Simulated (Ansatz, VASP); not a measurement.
MnAuC4N4 in VASP and in Ansatz

The input INCAR:

```
SYSTEM = MnAuC4N4
  ALGO = Normal
  EDIFF = 1E-6
  EDIFFG = -0.04
  ENCUT = 600
  GGA = PE
  IBRION = 2
  ISIF = 3
  ISMEAR = 0
  ISPIN = 2
  LASPH = .TRUE.
  LCHARG = .FALSE.
  LMAXMIX = 4
  LORBIT = 11
  LREAL = .FALSE.
  LWAVE = .FALSE.
  MAGMOM = 4 0 0 0 0 0 0 0 0 0
  NELM = 150
  NSW = 90
  PREC = Accurate
  SIGMA = 0.1
```

File KPOINTS:

```
k-points
0
G
  4 4 4
  0 0 0
```

File POSCAR:

```
MnAuC4N4
1.0
    5.9086026500      0.0000000000      0.0000000000
    0.0000000000      5.9086026500      0.0000000000
    0.0000000000      0.0000000000      5.9086026500
Mn C Au N
1 4 1 4
Direct
    0.5000000000      0.5000000000      0.5000000000
    0.1873167900      0.1873167900      0.1873167900
    0.1873167900      0.8126832100      0.8126832100
    0.8126832100      0.1873167900      0.8126832100
    0.8126832100      0.8126832100      0.1873167900
    0.0000000000      0.0000000000      0.0000000000
    0.3016415900      0.3016415900      0.3016415900
    0.3016415900      0.6983584100      0.6983584100
    0.6983584100      0.3016415900      0.6983584100
    0.6983584100      0.6983584100      0.3016415900
```

Input for Ansatz:

```yaml
crystal:
  lattice:
    - [5.90860265, 0.0, 0.0]
    - [0.0, 5.90860265, 0.0]
    - [0.0, 0.0, 5.90860265]
  atoms:
    - { symbol: Mn, position: [0.5, 0.5, 0.5], spin: 4.0 }
    - { symbol: C, position: [0.18731679, 0.18731679, 0.18731679] }
    - { symbol: C, position: [0.18731679, 0.81268321, 0.81268321] }
    - { symbol: C, position: [0.81268321, 0.18731679, 0.81268321] }
    - { symbol: C, position: [0.81268321, 0.81268321, 0.18731679] }
    - { symbol: Au, position: [0.0, 0.0, 0.0] }
    - { symbol: "N", position: [0.30164159, 0.30164159, 0.30164159] }
    - { symbol: "N", position: [0.30164159, 0.69835841, 0.69835841] }
    - { symbol: "N", position: [0.69835841, 0.30164159, 0.69835841] }
    - { symbol: "N", position: [0.69835841, 0.69835841, 0.30164159] }
basis:
  ecutwfc: 420
kpoints:
  mp_grid: { grid: [4, 4, 4] }
hamiltonian:
  xc: pbe
scf:
  occupations: { method: gaussian, width: 0.1 }
  lower_state_search: "off"
output:
  forces: true
  stress: true
  eigenvalues: true
  populations: true
magnetization:
  spin_polarized: true
relax:
  adjacent_minimum: "off"
  f_tol: 0.04
  max_steps: 70
  cell: { stress_tol: 0.4 }
```

Alike in both runs: task relaxation of cell and atoms; functional PBE; k mesh 4 × 4 × 4; occupations gaussian, width 0.1 eV; collinear spin.

|  | VASP | Ansatz |
| --- | --- | --- |
| version | VASP 6.6.1 | Ansatz 0.2.0 |
| potentials or method | VASP PAW PBE potentials, release 64 (Mn_pv, C, Au, N), cutoff 600 eV | scalar-relativistic, plane waves, PAW |
| valence electrons in the cell | 60 | 70 |

|  | VASP | Ansatz | Ansatz less VASP |
| --- | --- | --- | --- |
| gap on the k mesh at the Fermi level, each at its own relaxed structure (eV) | none | none | - |
| net moment per atom (μB) | 0.40 | 0.40 | 0.000 |
| size of the moment on the site where the two differ most (μB) | 3.86 | 3.38 | -0.487 |
| relaxed volume (Å³/atom) | 21.76 | 21.69 | -0.076 |
| relaxed cell length with the largest relative difference (Å) | 6.015 | 6.008 | -0.0070 |

Site moments also hang on the region over which each program counts them. A gap of «none» marks a metal or a gap that the smearing closes. VASP's potentials hold 60 valence electrons a cell and Ansatz's 70, so a difference there can come from the potentials and not from the codes.

Neither program's run includes spin-orbit coupling. Noted on VASP's run: the standard files for N, O and F lose accuracy on very short bonds.
